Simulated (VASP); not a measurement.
# HfN (R-3m) in VASP: notebook

The runs below take HfN through electric field gradients, with PBEsol.

Everything below comes from runs of VASP 6.6.1. Logs are shortened: lines on timing, memory, paths and dates and some standing lists are left out, and cuts for length are marked.

### Step 1. The cell of the first run

The structure is trigonal, space group R-3m (No. 166). The conventional cell has a = 3.227 Å, b = 3.227 Å, c = 7.669 Å, α = 90.00°, β = 90.00°, γ = 120.00°. Within 3.0 Å of Hf (site symmetry -3m) lie 6 N at 2.26 Å. N (site symmetry -3m) has 6 Hf at 2.26 Å within 3.0 Å.

### Step 2. Electric field gradients, PBEsol (equal xy, yz and zx shear strains of -2 %)

Contents of INCAR:

```
ALGO     = Normal         # electronic algorithm
EDIFF    = 1E-8           # SCF threshold, eV
ENCUT    = 520            # plane-wave cutoff, eV
GGA      = PS             # functional
ISIF     = 2              # what is computed and relaxed
ISMEAR   = -1             # smearing method
LASPH    = True           # aspherical terms in the spheres
LCHARG   = False          # write CHGCAR
LEFG     = True         
LREAL    = False          # projectors in reciprocal space
LWAVE    = False          # write WAVECAR
NBANDS   = 14             # bands
NELM     = 60             # most SCF steps
PREC     = Accurate       # precision mode
SIGMA    = 0.01           # smearing width, eV
```

Contents of KPOINTS:

```
k-points
0
Gamma
  10 10 10
```

Contents of POSCAR:

```
HfN
1.0
   -0.0451800000      2.2364100000      2.2364100000
    2.2364100000     -0.0451800000      2.2364100000
    2.2364100000      2.2364100000     -0.0451800000
Hf N
1 1
Direct
    0.0000000000      0.0000000000      0.0000000000
    0.5000000000      0.5000000000      0.5000000000
```

Potentials or basis: VASP PAW PBE potentials, release 64 (Hf_pv, N).

The run is started by

```
cat potpaw_PBE.64/Hf_pv/POTCAR potpaw_PBE.64/N/POTCAR > POTCAR
mpirun -np 1 vasp_std > vasp.out
```

OUTCAR:

```text
EDIFF = 1E-8
   ENCUT = 520
   GGA = PS
   ISIF = 2
   ISMEAR = -1
   LASPH = True
   LREAL = False
   NELM = 60
   PREC = Accurate

 ion  position               nearest neighbor table
   1  0.000  0.000  0.000-   2 2.26   2 2.26   2 2.26   2 2.26   2 2.26   2 2.26
   2  0.500  0.500  0.500-   1 2.26   1 2.26   1 2.26   1 2.26   1 2.26   1 2.26

  LATTYP: Found a trigonal (rhomboedric) cell.
 ALAT       =     3.1630840344
 COS(alpha) =     0.4797000918

  Lattice vectors:

 A1 = (  -0.0451800000,   2.2364100000,   2.2364100000)
 A2 = (   2.2364100000,  -0.0451800000,   2.2364100000)
 A3 = (   2.2364100000,   2.2364100000,  -0.0451800000)

Analysis of symmetry for initial positions (statically):
=====================================================================
 Subroutine PRICEL returns:
 Original cell was already a primitive cell.

 Routine SETGRP: Setting up the symmetry group for a
 trigonal (rhombohedral) supercell.

 Subroutine GETGRP returns: Found 12 space group operations
 (whereof 12 operations were pure point group operations)
 out of a pool of 12 trial point group operations.

The static configuration has the point symmetry D_3d.

Analysis of symmetry for dynamics (positions and initial velocities):
=====================================================================
 Subroutine PRICEL returns:
 Original cell was already a primitive cell.

 Routine SETGRP: Setting up the symmetry group for a
 trigonal (rhombohedral) supercell.

 Subroutine GETGRP returns: Found 12 space group operations
 (whereof 12 operations were pure point group operations)
 out of a pool of 12 trial point group operations.

The dynamic configuration has the point symmetry D_3d.

 Subroutine INISYM returns: Found 12 space group operations
 (whereof 12 operations are pure point group operations),
 and found     1 'primitive' translations

----------------------------------------------------------------------------------------

                                     Primitive cell

  volume of cell :      23.0488

  direct lattice vectors                    reciprocal lattice vectors
    -0.045180000  2.236410000  2.236410000    -0.216909243  0.221381598  0.221381598
     2.236410000 -0.045180000  2.236410000     0.221381598 -0.216909243  0.221381598
     2.236410000  2.236410000 -0.045180000     0.221381598  0.221381598 -0.216909243

  length of vectors
     3.163084034  3.163084034  3.163084034     0.380879566  0.380879566  0.380879566

  position of ions in fractional coordinates (direct lattice)
[... 129 lines left out ...]
 cond. band min:       8.2519688033   @ k =  -0.4000   0.4000   0.2000
 fundamental gap:      0.0076627593
 Fermi energy:         8.2464372815

 k-point     1 :       0.0000    0.0000    0.0000
  band No.  band energies     occupation
      1     -22.8658      2.00000
      2     -22.8658      2.00000
      3     -22.8321      2.00000
      4      -9.2398      2.00000
      5       5.1664      2.00000
      6       5.1664      2.00000
      7       5.3230      2.00000
      8       7.6641      2.00000
      9       7.6641      2.00000
     10       8.1152      2.00000
     11      10.0625      0.00000
     12      10.1628      0.00000
     13      10.1628      0.00000
     14      17.7535      0.00000
[... 377 lines left out ...]
      1     -23.5423      2.00000
      2     -23.1368      2.00000
      3     -23.0720      2.00000
      4      -7.8165      2.00000
      5       1.5984      2.00000
      6       3.5575      2.00000
      7       4.1880      2.00000
      8       5.6880      2.00000
      9      12.2674      0.00000
     10      12.7457      0.00000
     11      12.9270      0.00000
     12      13.0853      0.00000
     13      17.3565      0.00000
     14      19.4525      0.00000

 [... further k-points ...]
[... 5 lines left out ...]
  --------------------------------------------------------------------------------------
  -------------------------------------------------------------------------------------
  Total       -0.7342857     -0.7342857     -0.7342857      0.3304689      0.3304689      0.3304689
  in kB      -51.0420505    -51.0420505    -51.0420505     22.9717294     22.9717294     22.9717294
  external PRESSURE =     -51.0420505 kB  Pullay stress =       0.0000000 kB

 VOLUME and BASIS-vectors are now :
 -----------------------------------------------------------------------------
  energy-cutoff  :      520.00
  volume of cell :       23.05
      direct lattice vectors                 reciprocal lattice vectors
    -0.045180000  2.236410000  2.236410000    -0.216909243  0.221381598  0.221381598
     2.236410000 -0.045180000  2.236410000     0.221381598 -0.216909243  0.221381598
     2.236410000  2.236410000 -0.045180000     0.221381598  0.221381598 -0.216909243

 POSITION                                       TOTAL-FORCE (eV/Angst)
 -----------------------------------------------------------------------------------
      0.00000      0.00000      0.00000        -0.000000      0.000000     -0.000000
      2.21382      2.21382      2.21382         0.000000     -0.000000      0.000000
 -----------------------------------------------------------------------------------
    total drift:                                0.000000     -0.000000     -0.000000

  FREE ENERGIE OF THE ION-ELECTRON SYSTEM (eV)
  ---------------------------------------------------
  free  energy   TOTEN  =       -22.9708237373 eV

  energy  without entropy=      -22.9705197035  energy(sigma->0) =      -22.97067172

 Electric field gradients (V/A^2)
---------------------------------------------------------------------
 ion       V_xx      V_yy      V_zz      V_xy      V_xz      V_yz
---------------------------------------------------------------------
   1      -0.000     0.000     0.000     7.276     7.276     7.276
   2       0.000     0.000     0.000    -1.151    -1.151    -1.151
---------------------------------------------------------------------

 Electric field gradients after diagonalization (V/A^2)
 (convention: |V_zz| > |V_xx| > |V_yy|)
----------------------------------------------------------------------
 ion       V_xx      V_yy      V_zz     asymmetry (V_yy - V_xx)/ V_zz
----------------------------------------------------------------------
   1      -7.276    -7.276    14.552       0.000
   2       1.151     1.151    -2.302       0.000
----------------------------------------------------------------------

           NMR quadrupolar parameters

 Cq : quadrupolar parameter    Cq=e*Q*V_zz/h
 eta: asymmetry parameters     (V_yy - V_xx)/ V_zz
 Q  : nuclear electric quadrupole moment in mb (millibarn)
----------------------------------------------------------------------
 ion       Cq(MHz)       eta       Q (mb)
----------------------------------------------------------------------
   1       0.035       0.000       1.000
   2      -0.006       0.000       1.000
----------------------------------------------------------------------
```

Wall time 12 s (1 thread of Intel Xeon 6975P-C (Granite Rapids), shared host); peak memory 0.17 GiB.

What came out:

```yaml
Free_energy: -22.9708 eV
Pressure: -5.1 GPa
```

Levels at points of the mesh, in eV from the Fermi level:
| k point | band 5 | band 6 | band 7 | band 8 | band 9 | band 10 |
| --- | --- | --- | --- | --- | --- | --- |
| (0.00, 0.00, 0.00) | -3.08 | -3.08 | -2.92 | -0.58 | -0.58 | -0.13 |
| (0.50, 0.00, 0.00) | -8.96 | -6.30 | -6.02 | 3.05 | 3.36 | 4.02 |
| (0.50, 0.50, 0.00) | -5.44 | -3.89 | -3.78 | -3.62 | 4.03 | 5.34 |
| (0.50, 0.50, 0.50) | -8.91 | -6.39 | -6.39 | 3.35 | 3.86 | 3.86 |

Electric field gradients, principal values (V/Å²):
| atom | least | middle | greatest (by size) |
| --- | --- | --- | --- |
| 1 Hf | -7.276 | -7.276 | 14.552 |
| 2 N | 1.151 | 1.151 | -2.302 |

Caveat: the cell differs from its parent crystal (equal xy, yz and zx shear strains of -2 %); without QUAD_EFG the Cq values of the log hold for a quadrupole moment of 1 mb, not for the nuclei; the PAW data sets were made with another functional, which shifts forces and pressure a little; spin-orbit coupling is left out, which moves the levels of the heavy elements.

### Step 3. Electric field gradients, PBEsol (equal xy, yz and zx shear strains of +2 %)

Contents of INCAR:

```
SYSTEM = HfN
PREC = Accurate ; ENCUT = 520
EDIFF = 1E-8 ; ISMEAR = -1
SIGMA = 0.01 ; LREAL = .FALSE.
LASPH = .TRUE. ; NELM = 80
ALGO = Normal ; ISIF = 2
LWAVE = .FALSE. ; LCHARG = .FALSE.
GGA = PS ; LEFG = .TRUE.
NBANDS = 14
```

Contents of KPOINTS:

```
Automatic mesh
0
G
  10 10 10
  0 0 0
```

Contents of POSCAR:

```
HfN
1.0
    0.0451800000      2.2815900000      2.2815900000
    2.2815900000      0.0451800000      2.2815900000
    2.2815900000      2.2815900000      0.0451800000
Hf N
1 1
Direct
    0.0000000000      0.0000000000      0.0000000000
    0.5000000000      0.5000000000      0.5000000000
```

Potentials or basis: VASP PAW PBE potentials, release 64 (Hf_pv, N).

The run is started by

```
cat potpaw_PBE.64/Hf_pv/POTCAR potpaw_PBE.64/N/POTCAR > POTCAR
mpirun -np 1 vasp_std > vasp.out
```

OUTCAR:

```text
SYSTEM = HfN
   PREC = Accurate
   ENCUT = 520
   EDIFF = 1E-8
   ISMEAR = -1
   LREAL = .FALSE.
   LASPH = .TRUE.
   NELM = 80
   ISIF = 2
   GGA = PS

 ion  position               nearest neighbor table
   1  0.000  0.000  0.000-   2 2.26   2 2.26   2 2.26   2 2.26   2 2.26   2 2.26
   2  0.500  0.500  0.500-   1 2.26   1 2.26   1 2.26   1 2.26   1 2.26   1 2.26

  LATTYP: Found a trigonal (rhomboedric) cell.
 ALAT       =     3.2269718140
 COS(alpha) =     0.5197000882

  Lattice vectors:

 A1 = (   0.0451800000,   2.2815900000,   2.2815900000)
 A2 = (   2.2815900000,   0.0451800000,   2.2815900000)
 A3 = (   2.2815900000,   2.2815900000,   0.0451800000)

Analysis of symmetry for initial positions (statically):
=====================================================================
 Subroutine PRICEL returns:
 Original cell was already a primitive cell.

 Routine SETGRP: Setting up the symmetry group for a
 trigonal (rhombohedral) supercell.

 Subroutine GETGRP returns: Found 12 space group operations
 (whereof 12 operations were pure point group operations)
 out of a pool of 12 trial point group operations.

The static configuration has the point symmetry D_3d.

Analysis of symmetry for dynamics (positions and initial velocities):
=====================================================================
 Subroutine PRICEL returns:
 Original cell was already a primitive cell.

 Routine SETGRP: Setting up the symmetry group for a
 trigonal (rhombohedral) supercell.

 Subroutine GETGRP returns: Found 12 space group operations
 (whereof 12 operations were pure point group operations)
 out of a pool of 12 trial point group operations.

The dynamic configuration has the point symmetry D_3d.

 Subroutine INISYM returns: Found 12 space group operations
[... 166 lines left out ...]
     14      17.7514      0.00000
[... 377 lines left out ...]
      1     -23.5421      2.00000
      2     -23.1151      2.00000
      3     -23.1093      2.00000
      4      -7.8120      2.00000
      5       1.6138      2.00000
      6       3.6419      2.00000
      7       4.0265      2.00000
      8       5.7390      2.00000
      9      12.2720      0.00000
     10      12.7190      0.00000
     11      12.9395      0.00000
     12      13.1036      0.00000
     13      17.3678      0.00000
     14      19.5118      0.00000

 [... further k-points ...]
[... 5 lines left out ...]
  --------------------------------------------------------------------------------------
  -------------------------------------------------------------------------------------
  Total       -0.7296891     -0.7296891     -0.7296891     -0.2867383     -0.2867383     -0.2867383
  in kB      -50.7223299    -50.7223299    -50.7223299    -19.9318253    -19.9318253    -19.9318253
  external PRESSURE =     -50.7223299 kB  Pullay stress =       0.0000000 kB

 VOLUME and BASIS-vectors are now :
 -----------------------------------------------------------------------------
  energy-cutoff  :      520.00
  volume of cell :       23.05
      direct lattice vectors                 reciprocal lattice vectors
     0.045180000  2.281590000  2.281590000    -0.225764489  0.221380712  0.221380712
     2.281590000  0.045180000  2.281590000     0.221380712 -0.225764489  0.221380712
     2.281590000  2.281590000  0.045180000     0.221380712  0.221380712 -0.225764489

 POSITION                                       TOTAL-FORCE (eV/Angst)
 -----------------------------------------------------------------------------------
      0.00000      0.00000      0.00000        -0.000000      0.000000     -0.000000
      2.30418      2.30418      2.30418         0.000000     -0.000000      0.000000
 -----------------------------------------------------------------------------------
    total drift:                                0.000000     -0.000000     -0.000000

  FREE ENERGIE OF THE ION-ELECTRON SYSTEM (eV)
  ---------------------------------------------------
  free  energy   TOTEN  =       -22.9705145937 eV

  energy  without entropy=      -22.9701830308  energy(sigma->0) =      -22.97034881

 Electric field gradients (V/A^2)
---------------------------------------------------------------------
 ion       V_xx      V_yy      V_zz      V_xy      V_xz      V_yz
---------------------------------------------------------------------
   1       0.000    -0.000     0.000    -7.789    -7.789    -7.789
   2       0.000    -0.000     0.000     1.009     1.009     1.009
---------------------------------------------------------------------

 Electric field gradients after diagonalization (V/A^2)
 (convention: |V_zz| > |V_xx| > |V_yy|)
----------------------------------------------------------------------
 ion       V_xx      V_yy      V_zz     asymmetry (V_yy - V_xx)/ V_zz
----------------------------------------------------------------------
   1       7.789     7.789   -15.578       0.000
   2      -1.009    -1.009     2.019       0.000
----------------------------------------------------------------------

           NMR quadrupolar parameters

 Cq : quadrupolar parameter    Cq=e*Q*V_zz/h
 eta: asymmetry parameters     (V_yy - V_xx)/ V_zz
 Q  : nuclear electric quadrupole moment in mb (millibarn)
----------------------------------------------------------------------
 ion       Cq(MHz)       eta       Q (mb)
----------------------------------------------------------------------
   1      -0.038       0.000       1.000
   2       0.005       0.000       1.000
----------------------------------------------------------------------
```

OSZICAR:

```text
N       E                     dE             d eps       ncg     rms          rms(c)
DAV:   1     0.376379507596E+02    0.37638E+02   -0.78043E+03  3248   0.101E+03
DAV:   2    -0.236933024556E+02   -0.61331E+02   -0.57272E+02  4334   0.237E+02
DAV:   3    -0.256929563662E+02   -0.19997E+01   -0.19928E+01  3782   0.348E+01
DAV:   4    -0.257001507612E+02   -0.71944E-02   -0.71937E-02  3866   0.246E+00
DAV:   5    -0.257001950793E+02   -0.44318E-04   -0.44318E-04  3766   0.163E-01    0.502E+01
DAV:   6    -0.230936729553E+02    0.26065E+01   -0.72563E+00  3622   0.208E+01    0.420E+01
DAV:   7    -0.230024583977E+02    0.91215E-01   -0.44390E-01  4178   0.582E+00    0.257E+01
DAV:   8    -0.229757198171E+02    0.26739E-01   -0.10620E-01  3854   0.275E+00    0.512E+00
DAV:   9    -0.229706604109E+02    0.50594E-02   -0.13842E-02  3806   0.937E-01    0.198E+00
DAV:  10    -0.229705486196E+02    0.11179E-03   -0.98339E-04  4310   0.294E-01    0.461E-01
DAV:  11    -0.229705159259E+02    0.32694E-04   -0.71742E-05  4022   0.837E-02    0.798E-02
DAV:  12    -0.229705147923E+02    0.11336E-05   -0.70255E-06  4248   0.224E-02    0.188E-02
DAV:  13    -0.229705146279E+02    0.16439E-06   -0.12417E-07  3896   0.345E-03    0.205E-03
DAV:  14    -0.229705145767E+02    0.51202E-07   -0.10038E-08  3130   0.852E-04    0.263E-03
DAV:  15    -0.229705145911E+02   -0.14366E-07   -0.15695E-09  2050   0.379E-04    0.198E-04
DAV:  16    -0.229705145937E+02   -0.26587E-08   -0.19147E-10  1960   0.118E-04
   1 F= -.22970515E+02 E0= -.22970349E+02  d E =-.331563E-03
```

It took 12 s on 1 thread of Intel Xeon 6975P-C (Granite Rapids), shared host; peak memory 0.16 GiB.

Results:

| Quantity | Value |
| --- | --- |
| Free energy | -22.9705 eV |
| Pressure | -5.1 GPa |

Stress tensor (GPa, compression positive):
```
-5.07 -1.99 -1.99
-1.99 -5.07 -1.99
-1.99 -1.99 -5.07
```

Levels at points of the mesh, in eV from the Fermi level:
```csv
k point,band 5,band 6,band 7,band 8,band 9,band 10
"(0.00, 0.00, 0.00)",-3.14,-2.98,-2.98,-0.76,-0.28,-0.28
"(0.50, 0.00, 0.00)",-8.94,-6.42,-6.14,3.00,3.77,3.96
"(0.50, 0.50, 0.00)",-5.44,-3.90,-3.78,-3.63,4.02,5.36
"(0.50, 0.50, 0.50)",-8.99,-6.05,-6.05,3.12,3.48,3.48
```

Electric field gradients, principal values (V/Å²):
```
atom   least  middle  greatest (by size)
1 Hf   7.789   7.789             -15.578
 2 N  -1.009  -1.009               2.019
```

Caveat: the cell differs from its parent crystal (equal xy, yz and zx shear strains of +2 %); without QUAD_EFG the Cq values of the log hold for a quadrupole moment of 1 mb, not for the nuclei; the PAW data sets were made with another functional, which shifts forces and pressure a little; spin-orbit coupling is left out, which moves the levels of the heavy elements.

[end of part 1 of 2]
